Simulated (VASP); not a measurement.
# PtSe2 in VASP: notebook

PtSe2 is run at these levels: PBEsol, RPBE+D3(BJ), RPBE+D4; tasks: single point, relaxation of cell and atoms.

Program: VASP 6.6.1. These are calculated values, not measurements. Logs are shortened: lines on timing, memory, paths and dates and some standing lists are left out, and cuts for length are marked.

### 1 The cell of the first run

The typed cell holds 3 atoms: a = 3.724 Å, b = 3.724 Å, c = 5.062 Å, α = 90.00°, β = 90.00°, γ = 120.00°.

### 2 Single point, PBEsol (atoms moved at random)

The input, INCAR:

```
ALGO = Normal ; EDIFF = 1E-6
ENCUT = 520 ; GGA = PS
ISIF = 2 ; ISMEAR = -1
LASPH = True ; LCHARG = False
LREAL = False ; LWAVE = False
NBANDS = 18 ; NELM = 100
PREC = Accurate ; SIGMA = 0.05
```

The input, KPOINTS:

```
k-points
0
Gamma
  8 8 5
```

The input, POSCAR:

```
PtSe2
1.0
    3.7240000000      0.0000000000      0.0000000000
   -1.8620000000      3.2250786037      0.0000000000
    0.0000000000      0.0000000000      5.0620000000
Pt Se
1 2
Direct
    0.0113330000      0.0226290000      0.0066020000
    0.6503450000      0.3313450000      0.7400010000
    0.3323820000      0.6551270000      0.2463110000
```

Potentials or basis: VASP PAW PBE potentials, release 64 (Pt, Se).

Started as:

```sh
$ cat potpaw_PBE.64/Pt/POTCAR potpaw_PBE.64/Se/POTCAR > POTCAR
$ mpirun -np 1 vasp_std > vasp.out
```

OUTCAR:

```text
EDIFF = 1E-6
   ENCUT = 520
   GGA = PS
   ISIF = 2
   ISMEAR = -1
   LASPH = True
   LREAL = False
   NELM = 100
   PREC = Accurate

 ion  position               nearest neighbor table
   1  0.011  0.023  0.007-   3 2.37   2 2.46   3 2.51   3 2.53   2 2.55   2 2.61
   2  0.650  0.331  0.740-   1 2.46   1 2.55   1 2.61
   3  0.332  0.655  0.246-   1 2.37   1 2.51   1 2.53

  LATTYP: Found a hexagonal cell.
 ALAT       =     3.7240000000
 C/A-ratio  =     1.3592910849

  Lattice vectors:

 A1 = (   3.7240000000,   0.0000000000,   0.0000000000)
 A2 = (  -1.8620000000,   3.2250786037,   0.0000000000)
 A3 = (   0.0000000000,   0.0000000000,   5.0620000000)

Analysis of symmetry for initial positions (statically):
=====================================================================
 Subroutine PRICEL returns:
 Original cell was already a primitive cell.

 Routine SETGRP: Setting up the symmetry group for a
 hexagonal supercell.

 Subroutine GETGRP returns: Found  1 space group operations
 (whereof  1 operations were pure point group operations)
 out of a pool of 24 trial point group operations.

The static configuration has the point symmetry C_1 .

Analysis of symmetry for dynamics (positions and initial velocities):
=====================================================================
 Subroutine PRICEL returns:
 Original cell was already a primitive cell.

 Routine SETGRP: Setting up the symmetry group for a
 hexagonal supercell.

 Subroutine GETGRP returns: Found  1 space group operations
 (whereof  1 operations were pure point group operations)
 out of a pool of 24 trial point group operations.

The dynamic configuration has the point symmetry C_1 .

 Subroutine INISYM returns: Found  1 space group operations
 (whereof  1 operations are pure point group operations),
 and found     1 'primitive' translations

----------------------------------------------------------------------------------------

                                     Primitive cell

  volume of cell :      60.7956

  direct lattice vectors                    reciprocal lattice vectors
     3.724000000  0.000000000  0.000000000     0.268528464  0.155034981  0.000000000
    -1.862000000  3.225078604  0.000000000     0.000000000  0.310069962  0.000000000
     0.000000000  0.000000000  5.062000000     0.000000000  0.000000000  0.197550375

  length of vectors
     3.724000000  3.724000000  5.062000000     0.310069962  0.310069962  0.197550375

  position of ions in fractional coordinates (direct lattice)
     0.011333000  0.022629000  0.006602000
     0.650345000  0.331345000  0.740001000
     0.332382000  0.655127000  0.246311000

  ion indices of the primitive-cell ions
   primitive index   ion index
                 1           1
                 2           2
                 3           3

----------------------------------------------------------------------------------------

 KPOINTS: k-points

Automatic generation of k-mesh.
 Grid dimensions read from file:
 generate k-points for:    8    8    5

 Generating k-lattice:

  Cartesian coordinates                     Fractional coordinates (reciprocal lattice)
     0.033566058  0.019379373  0.000000000     0.125000000  0.000000000  0.000000000
     0.000000000  0.038758745  0.000000000     0.000000000  0.125000000  0.000000000
     0.000000000  0.000000000  0.039510075     0.000000000  0.000000000  0.200000000

  Length of vectors
     0.038758745  0.038758745  0.039510075

  Shift w.r.t. Gamma in fractional coordinates (k-lattice)
     0.000000000  0.000000000  0.000000000

 Subroutine IBZKPT returns following result:
 ===========================================

 Found    162 irreducible k-points:

 Following reciprocal coordinates:
            Coordinates               Weight
  0.000000  0.000000  0.000000      1.000000
  0.125000 -0.000000  0.000000      2.000000
  0.000000  0.125000  0.000000      2.000000
 -0.125000  0.125000  0.000000      2.000000
  0.250000 -0.000000  0.000000      2.000000
  0.000000  0.250000  0.000000      2.000000
[... 16 lines left out ...]
  0.375000  0.125000  0.000000      2.000000
 -0.125000  0.500000  0.000000      2.000000
 [... further k-points ...]
   k-points           NKPTS =    162   k-points in BZ     NKDIM =    162   number of bands    NBANDS=     18
   number of dos      NEDOS =    301   number of ions     NIONS =      3
   total plane-waves  NPLWV =  31360
   dimension x,y,z NGX =    28 NGY =   28 NGZ =   40
   dimension x,y,z NGXF=    56 NGYF=   56 NGZF=   80
   ions per type =               1   2
   NGX,Y,Z   is equivalent  to a cutoff of  12.50, 12.50, 13.14 a.u.
   NGXF,Y,Z  is equivalent  to a cutoff of  25.00, 25.00, 26.27 a.u.
 SYSTEM =  unknown system
   PREC   = accura    normal or accurate (medium, high low for compatibility)
   ISTART =      0    job   : 0-new  1-cont  2-samecut
   ICHARG =      2    charge: 1-file 2-atom 10-const
   ISPIN  =      1    spin polarized calculation?
   LNONCOLLINEAR =      F non collinear calculations
   LSORBIT =      F    spin-orbit coupling
   LASPH  =      T    aspherical Exc in radial PAW
   ENCUT  =  520.0 eV  38.22 Ry    6.18 a.u.   6.92  6.92  9.41*2*pi/ulx,y,z
   NELM   =    100;   NELMIN=  2; NELMDL= -5     # of ELM steps
   EDIFF  = 0.1E-05   stopping-criterion for ELM
   LREAL  =      F    real-space projection
   EDIFFG = 0.1E-04   stopping-criterion for IOM
   NSW    =      0    number of steps for IOM
   IBRION =     -1    ionic relax: 0-MD 1-quasi-New 2-CG
   NFREE  =      0    steps in history (QN), initial steepest desc. (CG)
   ISIF   =      2    stress and relaxation
   ISYM   =      2    0-nonsym 1-usesym 2-fastsym
   POTIM  = 0.5000    time-step for ionic-motion
   TEBEG  =    0.0;   TEEND  =   0.0 temperature during run
   PSTRESS=    0.0 pullay stress
   NELECT =      22.0000    total number of electrons
   NUPDOWN=      -1.0000    fix difference up-down
   EMIN   =  10.00;   EMAX   =-10.00  energy-range for DOS
   EFERMI =   0.00;   METHOD = LEGACY
   ISMEAR =    -1;   SIGMA  =   0.05  broadening in eV -4-tet -1-fermi 0-gaus
   EFERMI_NEDOS =   21; number of points for ismear=-14 and -15
   IALGO  =     38    algorithm
   IMIX   =      4    mixing-type and parameters
     AMIX     =   0.40;   BMIX     =  1.00
     AMIX_MAG =   1.60;   BMIX_MAG =  1.00
  volume/ion in A,a.u.               =      20.27       136.76
  Fermi-wavevector in a.u.,A,eV,Ry     =   1.166608  2.204570 18.517184  1.360975
  Thomas-Fermi vector in A             =   2.303119
   LORBIT       =      0    0 simple, 1 ext, 2 COOP (PROOUT), +10 PAW based schemes
   GGA     = PS    functional components
   LHFCALC =     F    Hartree Fock is set to
   AEXX    =    0.0000 exact exchange contribution
   IVDW    =     0    specifies the selected vdW correction
   LEPSILON=     F    determine dielectric tensor
   LRPA    =     F    only Hartree local field effects (RPA)
 non-spin polarized calculation
  energy-cutoff  :      520.00
  volume of cell :       60.80
 maximum number of plane-waves:      1654
   NGX = 13   NGY = 13   NGZ = 19

 number of electron      22.0000000 magnetization

 Free energy of the ion-electron system (eV)
  ---------------------------------------------------
  ext. energy  EPLUGINS =         0.00000000
  ---------------------------------------------------
  free energy    TOTEN  =       -15.76805527 eV

  energy without entropy =      -15.76236406  energy(sigma->0) =      -15.76520967

 E-fermi :   6.3806     XC(G=0): -10.8165

 val. band max:        6.3406652520   @ k =   0.3750   0.3750   0.0000
 cond. band min:       6.4011630433   @ k =   0.3750  -0.2500   0.2000
 fundamental gap:      0.0604977912
 Fermi energy:         6.3806277525

 k-point     1 :       0.0000    0.0000    0.0000
  band No.  band energies     occupation
      1      -9.3252      2.00000
      2      -6.5089      2.00000
      3      -0.8558      2.00000
      4      -0.1023      2.00000
      5       0.0038      2.00000
      6       2.3265      2.00000
[... 10 lines left out ...]
     17      13.8362      0.00000
     18      18.0190      0.00000

 k-point     2 :       0.1250   -0.0000    0.0000
  band No.  band energies     occupation
      1      -9.1515      2.00000
      2      -6.5814      2.00000
      3      -0.6484      2.00000
      4      -0.0022      2.00000
      5       0.1387      2.00000
      6       2.0253      2.00000
[... 10 lines left out ...]
     17      14.1616      0.00000
     18      15.9356      0.00000

 k-point     3 :       0.0000    0.1250    0.0000
  band No.  band energies     occupation
      1      -9.1510      2.00000
      2      -6.5822      2.00000
      3      -0.6462      2.00000
      4       0.0251      2.00000
      5       0.1169      2.00000
      6       2.0697      2.00000
[... 10 lines left out ...]
     17      14.1516      0.00000
     18      15.9619      0.00000

 k-point     4 :      -0.1250    0.1250    0.0000
  band No.  band energies     occupation
      1      -9.1546      2.00000
      2      -6.5766      2.00000
      3      -0.6618      2.00000
      4      -0.0393      2.00000
      5       0.1435      2.00000
      6       2.0500      2.00000
[... 375 lines left out ...]
      4       0.2084      2.00000
      5       0.6833      2.00000
      6       0.9465      2.00000
[... 10 lines left out ...]
     17      14.2146      0.00000
     18      15.2824      0.00000

 k-point    23 :       0.3750    0.1250    0.0000
  band No.  band energies     occupation
      1      -7.7021      2.00000
      2      -7.1328      2.00000
      3      -0.7903      2.00000
      4       0.4134      2.00000
      5       1.1094      2.00000
      6       1.5673      2.00000
[... 10 lines left out ...]
     17      15.0468      0.00000
     18      16.0513      0.00000

 k-point    24 :      -0.1250    0.5000    0.0000
  band No.  band energies     occupation
      1      -7.6885      2.00000
      2      -7.1509      2.00000
      3      -0.7685      2.00000
      4       0.4828      2.00000
      5       1.0904      2.00000
      6       1.4930      2.00000
[... 10 lines left out ...]
     17      15.0758      0.00000
     18      16.1022      0.00000

 [... further k-points ...]

------------------------ aborting loop because EDIFF is reached ----------------------------------------

  FORCE on cell =-STRESS in cart. coord.  units (eV):
  Direction    XX          YY          ZZ          XY          YZ          ZX
  --------------------------------------------------------------------------------------
  -------------------------------------------------------------------------------------
  Total        0.6231322      1.5111101      0.2694518      0.3470244      0.6434868     -0.6885832
  in kB       16.4217204     39.8230548      7.1009999      9.1453112     16.9581354    -18.1465855
  external PRESSURE =      21.1152584 kB  Pullay stress =       0.0000000 kB

 VOLUME and BASIS-vectors are now :
 -----------------------------------------------------------------------------
  energy-cutoff  :      520.00
  volume of cell :       60.80
      direct lattice vectors                 reciprocal lattice vectors
     3.724000000  0.000000000  0.000000000     0.268528464  0.155034981  0.000000000
    -1.862000000  3.225078604  0.000000000     0.000000000  0.310069962  0.000000000
     0.000000000  0.000000000  5.062000000     0.000000000  0.000000000  0.197550375

 POSITION                                       TOTAL-FORCE (eV/Angst)
 -----------------------------------------------------------------------------------
      0.00007      0.07298      0.03342        -0.301270     -1.594072     -1.131015
      1.80492      1.06861      3.74589         0.445771      0.500717      0.255394
      0.01794      2.11284      1.24683        -0.144501      1.093355      0.875620
 -----------------------------------------------------------------------------------
    total drift:                               -0.000009     -0.000077     -0.000029

  FREE ENERGIE OF THE ION-ELECTRON SYSTEM (eV)
  ---------------------------------------------------
  free  energy   TOTEN  =       -15.7680552672 eV

  energy  without entropy=      -15.7623640634  energy(sigma->0) =      -15.76520967
```

It took 55 s on 1 thread of Intel Xeon 6975P-C (Granite Rapids), shared host; peak memory 0.31 GiB.

Results:

| Property | Result |
| --- | --- |
| Free energy | -15.7681 eV |
| Pressure | 2.1 GPa |
| Largest force | 1.978 eV/Å |
| Band gap on the k mesh | zero (bands 11 and 12 overlap by 0.43 eV) |

Forces in eV/Å, atoms in the order of the input:
```
Pt  -0.301 -1.594 -1.131
Se   0.446  0.501  0.255
Se  -0.145  1.093  0.876
```

Stress tensor (GPa, compression positive):
```
 1.64  0.91 -1.81
 0.91  3.98  1.70
-1.81  1.70  0.71
```

Levels at points of the mesh, in eV from the Fermi level:
```tsv
k point	band 9	band 10	band 11	band 12	band 13	band 14
(0.00, 0.00, 0.00)	-1.04	-0.84	0.39	1.27	1.57	3.50
(0.50, 0.00, 0.00)	-3.36	-3.33	-2.88	0.69	2.24	4.71
(0.00, 0.50, 0.00)	-3.46	-3.39	-2.91	0.60	2.26	4.76
(0.50, 0.50, 0.00)	-3.38	-3.28	-2.85	0.45	2.35	4.75
```

Caveat: the cell differs from its parent crystal (atoms moved at random); the PAW data sets were made with another functional, which shifts forces and pressure a little; spin-orbit coupling is left out, which moves the levels of the heavy elements.

### 3 Single point, RPBE+D3(BJ)

This run uses another cell than the first one, of 16.38 Å³/atom.

The input, INCAR:

```
  PREC = Accurate
  ENCUT = 520
  EDIFF = 1E-6
  ISMEAR = -1
  SIGMA = 0.05
  LREAL = False
  LASPH = True
  NELM = 60
  ALGO = Normal
  ISIF = 2
  LWAVE = False
  LCHARG = False
  GGA = RP
  IVDW = 12
  NBANDS = 18
```

The input, KPOINTS:

```
Automatic mesh
0
Gamma
  8 8 5
```

The input, POSCAR:

```
PtSe2
1.0
    3.6642397818      0.0000000000      0.0000000000
   -1.8321198909      3.1733247366      0.0000000000
    0.0000000000      0.0000000000      4.2258640550
Pt Se
1 2
Direct
    0.0000000000      0.0000000000      0.0000000000
    0.6666666667      0.3333333333      0.7067697192
    0.3333333333      0.6666666667      0.2932302808
```

Potentials or basis: VASP PAW PBE potentials, release 64 (Pt, Se).

Started as:

```sh
$ cat potpaw_PBE.64/Pt/POTCAR potpaw_PBE.64/Se/POTCAR > POTCAR
$ mpirun -np 1 vasp_std > vasp.out
```

It took 29 s on 1 thread of Intel Xeon Platinum 8488C (Sapphire Rapids), shared host; peak memory 0.19 GiB.

Results (log left out):

```
Free energy                : -19.7697 eV
Pressure                   : 0.0 GPa
Largest force              : 0.011 eV/Å
Band gap on the k mesh     : zero (bands 11 and 12 overlap by 0.40 eV)
Dispersion energy per atom : -2.688 eV
```

Forces in eV/Å, atoms in the order of the input:
```
Pt   0.000  0.000  0.000
Se   0.000  0.000 -0.011
Se   0.000  0.000  0.011
```

Levels at points of the mesh, in eV from the Fermi level:
```csv
k point,band 8,band 9,band 10,band 11,band 12,band 13,band 14,band 15
"(0.00, 0.00, 0.00)",-2.60,-1.07,-1.07,0.34,0.34,0.82,3.24,5.26
"(0.50, 0.00, 0.00)",-3.64,-3.56,-3.27,-3.10,0.59,3.68,5.98,7.00
```

Caveat: the dispersion term is far too large for a dense solid, which distorts pressure and volume; the PAW data sets were made with another functional, which shifts forces and pressure a little; spin-orbit coupling is left out, which moves the levels of the heavy elements.

[end of part 1 of 2]

The gap in the log of VASP goes by the Fermi energy; the results here count the filled bands.